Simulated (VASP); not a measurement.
# Al2O3 (R-3c) in VASP: a series of runs, part 2 of 2

VASP 6.6.1. The steps go on from the part before.

## 3. Single point, PBE (8.67 Å³/atom)

This run uses another cell than the first one, of 8.67 Å³/atom.

Contents of INCAR:

```
ALGO = Normal
EDIFF = 1E-6
ENCUT = 600
GGA = PE
GGA_COMPAT = F
ISIF = 2
ISMEAR = -1
LASPH = T
LCHARG = F
LREAL = F
LWAVE = F
NBANDS = 35
NELM = 120
PREC = Accurate
SIGMA = 0.02
```

Contents of KPOINTS:

```
k-points
0
Gamma
  8 8 8
```

Contents of POSCAR:

```
Al2O3
1.0
    2.3960137044      1.3833391572      4.3605553615
   -2.3960137044      1.3833391572      4.3605553615
    0.0000000000     -2.7666783145      4.3605553615
Al O
4 6
Direct
    0.3520823946      0.3520823946      0.3520823946
    0.1479176054      0.1479176054      0.1479176054
    0.6479176054      0.6479176054      0.6479176054
    0.8520823946      0.8520823946      0.8520823946
    0.5564629985      0.9435370015      0.2500000000
    0.2500000000      0.5564629985      0.9435370015
    0.9435370015      0.2500000000      0.5564629985
    0.4435370015      0.0564629985      0.7500000000
    0.7500000000      0.4435370015      0.0564629985
    0.0564629985      0.7500000000      0.4435370015
```

Potentials or basis: VASP PAW PBE potentials, release 64 (Al, O).

Launch:

```
cat potpaw_PBE.64/Al/POTCAR potpaw_PBE.64/O/POTCAR > POTCAR
mpirun -np 1 vasp_std > vasp.out
```

OUTCAR:

```text
EDIFF = 1E-6
   ENCUT = 600
   GGA = PE
   ISIF = 2
   ISMEAR = -1
   LASPH = T
   LREAL = F
   NELM = 120
   PREC = Accurate

 ion  position               nearest neighbor table
   1  0.352  0.352  0.352-  10 1.87   9 1.87   8 1.87   5 1.98   7 1.98   6 1.98   2 2.67   3 2.81
                             3 2.81   3 2.81   2 3.24   2 3.24   2 3.24
   2  0.148  0.148  0.148-   9 1.87  10 1.87   8 1.87   5 1.98   6 1.98   7 1.98   1 2.67   4 2.81
                             4 2.81   4 2.81   1 3.24   1 3.24   1 3.24
   3  0.648  0.648  0.648-   7 1.87   6 1.87   5 1.87   8 1.98  10 1.98   9 1.98   4 2.67   1 2.81
                             1 2.81   1 2.81   4 3.24   4 3.24   4 3.24
   4  0.852  0.852  0.852-   6 1.87   7 1.87   5 1.87   8 1.98   9 1.98  10 1.98   3 2.67   2 2.81
                             2 2.81   2 2.81   3 3.24   3 3.24   3 3.24
   5  0.556  0.944  0.250-   3 1.87   4 1.87   2 1.98   1 1.98
   6  0.250  0.556  0.944-   4 1.87   3 1.87   2 1.98   1 1.98
   7  0.944  0.250  0.556-   3 1.87   4 1.87   1 1.98   2 1.98
   8  0.444  0.056  0.750-   1 1.87   2 1.87   3 1.98   4 1.98
   9  0.750  0.444  0.056-   2 1.87   1 1.87   4 1.98   3 1.98
  10  0.056  0.750  0.444-   1 1.87   2 1.87   3 1.98   4 1.98

  LATTYP: Found a trigonal (rhomboedric) cell.
 ALAT       =     5.1641990624
 COS(alpha) =     0.5694707703

  Lattice vectors:

 A1 = (   2.3960137044,   1.3833391572,   4.3605553615)
 A2 = (  -2.3960137044,   1.3833391572,   4.3605553615)
 A3 = (   0.0000000000,  -2.7666783145,   4.3605553615)

Analysis of symmetry for initial positions (statically):
=====================================================================
 Subroutine PRICEL returns:
 Original cell was already a primitive cell.

 Routine SETGRP: Setting up the symmetry group for a
 trigonal (rhombohedral) supercell.

 Subroutine GETGRP returns: Found 12 space group operations
 (whereof  6 operations were pure point group operations)
 out of a pool of 12 trial point group operations.

The static configuration has the point symmetry S_6 .
 The point group associated with its full space group is D_3d.
[... 159 lines left out ...]
   LEPSILON=     F    determine dielectric tensor
   LRPA    =     F    only Hartree local field effects (RPA)
 non-spin polarized calculation
  energy-cutoff  :      600.00
  volume of cell :       86.72
 maximum number of plane-waves:      2964
 NGX is ok and might be reduce to    42
   NGX = 21   NGY = 21   NGZ = 21

 number of electron      48.0000001 magnetization

 Free energy of the ion-electron system (eV)
  ---------------------------------------------------
  ext. energy  EPLUGINS =         0.00000000
  ---------------------------------------------------
  free energy    TOTEN  =       -74.82532815 eV

  energy without entropy =      -74.82532815  energy(sigma->0) =      -74.82532815

 E-fermi :   6.4161     XC(G=0): -11.5875

 val. band max:        5.9118845186   @ k =   0.0000   0.0000   0.0000
 cond. band min:      11.8852272883   @ k =   0.0000   0.0000   0.0000
 fundamental gap:      5.9733427697
 Fermi energy:         6.4161321662

 k-point     1 :       0.0000    0.0000    0.0000
  band No.  band energies     occupation
      1     -13.1783      2.00000
      2     -10.9206      2.00000
      3     -10.6522      2.00000
      4     -10.6522      2.00000
      5     -10.3437      2.00000
      6     -10.3437      2.00000
[... 901 lines left out ...]
     34      19.0492      0.00000
     35      19.5797      0.00000

 [... further k-points ...]

------------------------ aborting loop because EDIFF is reached ----------------------------------------

  FORCE on cell =-STRESS in cart. coord.  units (eV):
  Direction    XX          YY          ZZ          XY          YZ          ZX
  --------------------------------------------------------------------------------------
  -------------------------------------------------------------------------------------
  Total        1.0695902      1.0695902      0.9552042      0.0000000     -0.0000000      0.0000000
  in kB       19.7613658     19.7613658     17.6480110      0.0000000     -0.0000000      0.0000000
  external PRESSURE =      19.0569142 kB  Pullay stress =       0.0000000 kB

 VOLUME and BASIS-vectors are now :
 -----------------------------------------------------------------------------
  energy-cutoff  :      600.00
  volume of cell :       86.72
      direct lattice vectors                 reciprocal lattice vectors
     2.396013704  1.383339157  4.360555362     0.208679942  0.120481420  0.076442862
    -2.396013704  1.383339157  4.360555362    -0.208679942  0.120481420  0.076442862
     0.000000000 -2.766678315  4.360555362     0.000000000 -0.240962841  0.076442862

 POSITION                                       TOTAL-FORCE (eV/Angst)
 -----------------------------------------------------------------------------------
      0.00000     -0.00000      4.60582        -0.000000     -0.000000      0.005734
      0.00000     -0.00000      1.93501        -0.000000      0.000000     -0.005734
      0.00000     -0.00000      8.47584        -0.000000      0.000000     -0.005734
      0.00000     -0.00000     11.14666        -0.000000     -0.000000      0.005734
     -0.92743      1.38334      7.63097        -0.020110      0.000000     -0.000000
     -0.73429     -1.49485      7.63097         0.010055     -0.017416     -0.000000
      1.66172      0.11151      7.63097         0.010055      0.017416     -0.000000
      0.92743     -1.38334      5.45069         0.020110      0.000000     -0.000000
      0.73429      1.49485      5.45069        -0.010055      0.017416     -0.000000
     -1.66172     -0.11151      5.45069        -0.010055     -0.017416     -0.000000
 -----------------------------------------------------------------------------------
    total drift:                                0.000000     -0.000000      0.000000

  FREE ENERGIE OF THE ION-ELECTRON SYSTEM (eV)
  ---------------------------------------------------
  free  energy   TOTEN  =       -74.8253281539 eV

  energy  without entropy=      -74.8253281539  energy(sigma->0) =      -74.82532815
```

OSZICAR:

```text
N       E                     dE             d eps       ncg     rms          rms(c)
DAV:   1     0.247740447179E+03    0.24774E+03   -0.27492E+04  4550   0.146E+03
DAV:   2    -0.685622693538E+02   -0.31630E+03   -0.30510E+03  5810   0.300E+02
DAV:   3    -0.826979405588E+02   -0.14136E+02   -0.14082E+02  5907   0.642E+01
DAV:   4    -0.828113357040E+02   -0.11340E+00   -0.11332E+00  5692   0.660E+00
DAV:   5    -0.828127037801E+02   -0.13681E-02   -0.13679E-02  5732   0.729E-01    0.175E+01
DAV:   6    -0.747604066820E+02    0.80523E+01   -0.28349E+01  5527   0.284E+01    0.593E+00
DAV:   7    -0.748035234883E+02   -0.43117E-01   -0.84580E-01  5494   0.455E+00    0.329E+00
DAV:   8    -0.748209701945E+02   -0.17447E-01   -0.88735E-02  5456   0.230E+00    0.680E-01
DAV:   9    -0.748246779040E+02   -0.37077E-02   -0.21587E-02  5926   0.790E-01    0.314E-01
DAV:  10    -0.748253689217E+02   -0.69102E-03   -0.86754E-04  5021   0.175E-01    0.752E-02
DAV:  11    -0.748253255823E+02    0.43339E-04   -0.38018E-04  5777   0.111E-01    0.227E-02
DAV:  12    -0.748253287580E+02   -0.31757E-05   -0.21384E-05  5168   0.277E-02    0.617E-03
DAV:  13    -0.748253281539E+02    0.60409E-06   -0.38529E-06  5673   0.109E-02
   1 F= -.74825328E+02 E0= -.74825328E+02  d E =-.208928E-12
```

It took 3.6 min on 1 thread of Oxide Virtual Turin-like, shared host; peak memory 0.32 GiB.

What came out:

- Free energy: -74.8253 eV
- Pressure: 1.9 GPa
- Largest force: 0.020 eV/Å
- Band gap on the k mesh: 5.97 eV

Forces on the atoms (eV/Å):
```
Al   0.000  0.000  0.006
Al   0.000  0.000 -0.006
Al   0.000  0.000 -0.006
Al   0.000  0.000  0.006
O   -0.020  0.000  0.000
O    0.010 -0.017  0.000
O    0.010  0.017  0.000
O    0.020  0.000  0.000
O   -0.010  0.017  0.000
O   -0.010 -0.017  0.000
```

A k mesh can miss the band edges.
